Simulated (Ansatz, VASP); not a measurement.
## Two plane-wave programs on CoC2

```
CELL_PARAMETERS angstrom
-1.58155 1.58155 2.55311
1.58155 -1.58155 2.55311
1.58155 1.58155 -2.55311
ATOMIC_POSITIONS crystal
Co 0.00000 0.00000 0.00000
C 0.62762 0.62762 0.00000
C 0.37238 0.37238 0.00000
```

Alike in both runs: functional PBE; k mesh 20 × 20 × 20; occupations gaussian, width 0.1 eV; no spin polarisation.

Ansatz relaxed the structure, and its values are those at the end. VASP's run is a single point on that final structure, the one shown.

|  | VASP | Ansatz |
| --- | --- | --- |
| version | VASP 6.6.1 | Ansatz 0.2.0 |
| potentials or method | VASP PAW PBE potentials, release 64 (Co, C), cutoff 520 eV | scalar-relativistic, plane waves, PAW |
| valence electrons in the cell | 17 | 25 |

Ansatz gave:

| Quantity | Value |
| --- | --- |
| gap on the k mesh at the Fermi level (eV) | none |
| pressure (GPa) | 0.0 |
| rms of the force components (eV/Å) | 0.001 |

**Question.** Which values does VASP return?

**Answer.** gap on the k mesh at the Fermi level (eV): none; pressure (GPa): 0.1; rms of the force components (eV/Å): 0.032.

A gap of «none» marks a metal or a gap that the smearing closes. VASP's potentials hold 17 valence electrons a cell and Ansatz's 25, so a difference there can come from the potentials and not from the codes.
